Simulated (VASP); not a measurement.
# Ti (P6_3/mmc) in VASP: further runs, part 2 of 2

VASP 6.6.1. The steps go on from the part before.

## (4) Single point, PBEsol (volume scaled by 0.65)

Input file INCAR:

```
SYSTEM = Ti
ALGO     = Normal         ! electronic algorithm
EDIFF    = 1E-6           ! SCF threshold, eV
ENCUT    = 520            ! plane-wave cutoff, eV
GGA      = PS             ! functional
ISIF     = 2              ! what is computed and relaxed
ISMEAR   = -1             ! smearing method
LASPH    = .True.         ! aspherical terms in the spheres
LCHARG   = .False.        ! write CHGCAR
LREAL    = .False.        ! projectors in reciprocal space
LWAVE    = .False.        ! write WAVECAR
NBANDS   = 19             ! bands
NELM     = 60             ! most SCF steps
PREC     = Accurate       ! precision mode
SIGMA    = 0.08           ! smearing width, eV
```

Input file KPOINTS:

```
k-points
0
Gamma
  17 17 9
  0 0 0
```

Input file POSCAR:

```
Ti
1.0
    2.3960873043      0.0000000000      0.0000000000
   -1.1980436522      2.0750724752      0.0000000000
    0.0000000000      0.0000000000      4.3754088513
Ti
2
Direct
    0.3333333333      0.6666666667      0.2500000000
    0.6666666667      0.3333333333      0.7500000000
```

Potentials or basis: VASP PAW PBE potentials, release 64 (Ti_sv).

Launch:

```
> cat potpaw_PBE.64/Ti_sv/POTCAR > POTCAR
> mpirun -np 1 vasp_std > vasp.out
```

OUTCAR:

```text
SYSTEM = Ti
   EDIFF = 1E-6
   ENCUT = 520
   GGA = PS
   ISIF = 2
   ISMEAR = -1
   LASPH = .True.
   LREAL = .False.
   NELM = 60
   PREC = Accurate

 ion  position               nearest neighbor table
   1  0.333  0.667  0.250-   2 2.59   2 2.59   2 2.59   2 2.59   2 2.59   2 2.59
   2  0.667  0.333  0.750-   1 2.59   1 2.59   1 2.59   1 2.59   1 2.59   1 2.59

  LATTYP: Found a hexagonal cell.
 ALAT       =     2.3960873043
 C/A-ratio  =     1.8260640351

  Lattice vectors:

 A1 = (   2.3960873043,   0.0000000000,   0.0000000000)
 A2 = (  -1.1980436522,   2.0750724752,   0.0000000000)
 A3 = (   0.0000000000,   0.0000000000,   4.3754088513)

Analysis of symmetry for initial positions (statically):
=====================================================================
 Subroutine PRICEL returns:
 Original cell was already a primitive cell.

 Routine SETGRP: Setting up the symmetry group for a
 hexagonal supercell.

 Subroutine GETGRP returns: Found 24 space group operations
 (whereof 12 operations were pure point group operations)
 out of a pool of 24 trial point group operations.

The static configuration has the point symmetry D_3d.
 The point group associated with its full space group is D_6h.

Analysis of symmetry for dynamics (positions and initial velocities):
=====================================================================
 Subroutine PRICEL returns:
 Original cell was already a primitive cell.

 Routine SETGRP: Setting up the symmetry group for a
 hexagonal supercell.

 Subroutine GETGRP returns: Found 24 space group operations
 (whereof 12 operations were pure point group operations)
 out of a pool of 24 trial point group operations.

The dynamic configuration has the point symmetry D_3d.
 The point group associated with its full space group is D_6h.

 Subroutine INISYM returns: Found 24 space group operations
 (whereof 12 operations are pure point group operations),
 and found     1 'primitive' translations

[... 103 lines left out ...]
   TEBEG  =    0.0;   TEEND  =   0.0 temperature during run
   PSTRESS=    0.0 pullay stress
   NELECT =      24.0000    total number of electrons
   NUPDOWN=      -1.0000    fix difference up-down
   EMIN   =  10.00;   EMAX   =-10.00  energy-range for DOS
   EFERMI =   0.00;   METHOD = LEGACY
   ISMEAR =    -1;   SIGMA  =   0.08  broadening in eV -4-tet -1-fermi 0-gaus
   EFERMI_NEDOS =   21; number of points for ismear=-14 and -15
   IALGO  =     38    algorithm
   IMIX   =      4    mixing-type and parameters
     AMIX     =   0.40;   BMIX     =  1.00
     AMIX_MAG =   1.60;   BMIX_MAG =  1.00
  volume/ion in A,a.u.               =      10.88        73.40
  Fermi-wavevector in a.u.,A,eV,Ry     =   1.691585  3.196631 38.932507  2.861459
  Thomas-Fermi vector in A             =   2.773325
   LORBIT       =      0    0 simple, 1 ext, 2 COOP (PROOUT), +10 PAW based schemes
   GGA     = PS    functional components
   LHFCALC =     F    Hartree Fock is set to
   AEXX    =    0.0000 exact exchange contribution
   IVDW    =     0    specifies the selected vdW correction
   LEPSILON=     F    determine dielectric tensor
   LRPA    =     F    only Hartree local field effects (RPA)
 non-spin polarized calculation
  energy-cutoff  :      520.00
  volume of cell :       21.75
 maximum number of plane-waves:       605
 NGX is ok and might be reduce to    18
   NGX =  9   NGY =  9   NGZ = 17

 number of electron      24.0000002 magnetization

 Free energy of the ion-electron system (eV)
  ---------------------------------------------------
  ext. energy  EPLUGINS =         0.00000000
  ---------------------------------------------------
  free energy    TOTEN  =       -14.02543932 eV

  energy without entropy =      -13.99833979  energy(sigma->0) =      -14.01188955

 E-fermi :  13.9788     XC(G=0): -14.0567

 val. band max:       13.9727603425   @ k =   0.3529   0.2941   0.0000
 cond. band min:      13.9859284603   @ k =   0.4118   0.1765   0.3333
 fundamental gap:      0.0131681178
 Fermi energy:        13.9787954038

 k-point     1 :       0.0000    0.0000    0.0000
  band No.  band energies     occupation
      1     -42.1936      2.00000
      2     -41.7061      2.00000
      3     -19.3859      2.00000
      4     -17.1601      2.00000
      5     -16.8481      2.00000
      6     -16.8481      2.00000
[... 505 lines left out ...]
      6     -17.4497      2.00000
[... 11 lines left out ...]
     18      19.3393      0.00000
     19      19.7635      0.00000

 [... further k-points ...]
[... 5 lines left out ...]
  --------------------------------------------------------------------------------------
  -------------------------------------------------------------------------------------
  Total       12.8297566     12.8297566     12.6739142     -0.0000000      0.0000000      0.0000000
  in kB      944.8751985    944.8751985    933.3978536     -0.0000000      0.0000000      0.0000000
  external PRESSURE =     941.0494168 kB  Pullay stress =       0.0000000 kB

 VOLUME and BASIS-vectors are now :
 -----------------------------------------------------------------------------
  energy-cutoff  :      520.00
  volume of cell :       21.75
      direct lattice vectors                 reciprocal lattice vectors
     2.396087304  0.000000000  0.000000000     0.417347063  0.240955439  0.000000000
    -1.198043652  2.075072475  0.000000000     0.000000000  0.481910879  0.000000000
     0.000000000  0.000000000  4.375408851     0.000000000  0.000000000  0.228550070

 POSITION                                       TOTAL-FORCE (eV/Angst)
 -----------------------------------------------------------------------------------
     -0.00000      1.38338      1.09385        -0.000000      0.000000      0.000000
      1.19804      0.69169      3.28156         0.000000     -0.000000      0.000000
 -----------------------------------------------------------------------------------
    total drift:                               -0.000000      0.000000     -0.000000

  FREE ENERGIE OF THE ION-ELECTRON SYSTEM (eV)
  ---------------------------------------------------
  free  energy   TOTEN  =       -14.0254393219 eV

  energy  without entropy=      -13.9983397861  energy(sigma->0) =      -14.01188955
```

OSZICAR:

```text
N       E                     dE             d eps       ncg     rms          rms(c)
DAV:   1     0.255249677274E+03    0.25525E+03   -0.12731E+04  6414   0.174E+03
DAV:   2     0.127550525969E+02   -0.24249E+03   -0.23740E+03  6469   0.446E+02
DAV:   3    -0.134921203441E+02   -0.26247E+02   -0.25140E+02 11272   0.122E+02
DAV:   4    -0.144381906585E+02   -0.94607E+00   -0.94229E+00  7044   0.232E+01
DAV:   5    -0.144641906967E+02   -0.26000E-01   -0.25996E-01  8470   0.332E+00    0.232E+01
DAV:   6    -0.138297169586E+02    0.63447E+00   -0.23974E+00  8106   0.182E+01    0.960E+00
DAV:   7    -0.139565297942E+02   -0.12681E+00   -0.76780E-01  9298   0.775E+00    0.280E+00
DAV:   8    -0.140280256665E+02   -0.71496E-01   -0.38151E-01  7039   0.588E+00    0.807E-01
DAV:   9    -0.140248203901E+02    0.32053E-02   -0.46139E-02  6737   0.227E+00    0.296E-01
DAV:  10    -0.140254664045E+02   -0.64601E-03   -0.32741E-03  7093   0.463E-01    0.110E-01
DAV:  11    -0.140254428197E+02    0.23585E-04   -0.32316E-04  7957   0.131E-01    0.144E-02
DAV:  12    -0.140254389982E+02    0.38215E-05   -0.96027E-06  6847   0.307E-02    0.123E-02
DAV:  13    -0.140254393219E+02   -0.32368E-06   -0.30537E-06  5585   0.157E-02
   1 F= -.14025439E+02 E0= -.14011890E+02  d E =-.270995E-01
```

stdout:

```text
POSCAR found type information on POSCAR Ti
 POSCAR found :  1 types and       2 ions
 scaLAPACK will be used
 -----------------------------------------------------------------------------
|                                                                             |
|                                                                             |
|     You enforced a specific xc type in the INCAR file but a different       |
|     I HOPE YOU KNOW WHAT YOU ARE DOING!                                     |
|                                                                             |
 -----------------------------------------------------------------------------

 LDA part: xc-table for (Slater+PW92), standard interpolation
 POSCAR, INCAR and KPOINTS ok, starting setup
 FFT: planning ... GRIDC
 FFT: planning ... GRID_SOFT
 FFT: planning ... GRID
 WAVECAR not read
 entering main loop
```

Wall time 72 s (1 thread of Intel Xeon 8259CL, shared host); peak memory 0.17 GiB.

Results:

| Property | Result |
| --- | --- |
| Free energy | -14.0254 eV |
| Pressure | 94.1 GPa |
| Band gap on the k mesh | zero (band 12 reaches 15.22 eV, above the bottom of band 13 at 13.75 eV) |

Caveat: the PAW data sets were made with another functional, which shifts forces and pressure a little.

## (5) Single point, PBEsol (volume scaled by 0.75)

Input file INCAR:

```
SYSTEM = Ti
PREC = Accurate ; ENCUT = 520
EDIFF = 1E-7 ; ISMEAR = -1
SIGMA = 0.08 ; LREAL = .False.
LASPH = .True. ; NELM = 100
ALGO = Normal ; ISIF = 2
LWAVE = .False. ; LCHARG = .True.
GGA = PS ; LELF = .True.
LVHAR = .True. ; NBANDS = 19
```

Input file KPOINTS:

```
regular mesh
0
Gamma
  17 17 9
  0 0 0
```

Input file POSCAR:

```
Ti
1.0
    2.6150797995      0.0000000000      0.0000000000
   -1.3075398998      2.2647255393      0.0000000000
    0.0000000000      0.0000000000      4.2383999123
Ti
2
Direct
    0.3333333333      0.6666666667      0.2500000000
    0.6666666667      0.3333333333      0.7500000000
```

Launch:

```
> cat potpaw_PBE.64/Ti_sv/POTCAR > POTCAR
> mpirun -np 1 vasp_std > vasp.out
```

Run time: 82 s. Hardware: 1 thread of Intel Xeon 8259CL, shared host; peak memory 0.18 GiB.

It converged, with:

- Free energy: -15.5598 eV
- Pressure: 53.6 GPa
- Band gap on the k mesh: zero (band 12 reaches 13.11 eV, above the bottom of band 13 at 11.79 eV)

Stress tensor (GPa, compression positive):
```
53.57  0.00  0.00
 0.00 53.57  0.00
 0.00  0.00 53.68
```

Levels at points of the mesh, in eV from the Fermi level:
```csv
k point,band 10,band 11,band 12,band 13,band 14,band 15
"(0.00, 0.00, 0.00)",-3.58,0.88,0.91,0.91,1.65,1.65
```

Caveat: the PAW data sets were made with another functional, which shifts forces and pressure a little.

## (6) The runs side by side

```tsv
cell	gap on the mesh (eV)	pressure (GPa)
a = 2.221, b = 2.221, c = 4.311 Å, angles 90.0, 90.0, 120.0°, 2 atoms	none	167.8
a = 2.396, b = 2.396, c = 4.375 Å, angles 90.0, 90.0, 120.0°, 2 atoms	none	94.1
a = 2.615, b = 2.615, c = 4.238 Å, angles 90.0, 90.0, 120.0°, 2 atoms	none	53.6
```

Alike in all rows: task single point; level PBEsol; potentials or basis VASP PAW PBE potentials, release 64 (Ti_sv); no spin polarisation; k mesh 17 × 17 × 9; cutoff (eV) 520; smearing fermi-dirac 0.08 eV.

Caveats: the PAW data sets were made with another functional, which shifts forces and pressure a little.

Absolute energies hang on the potentials; compare differences alone.
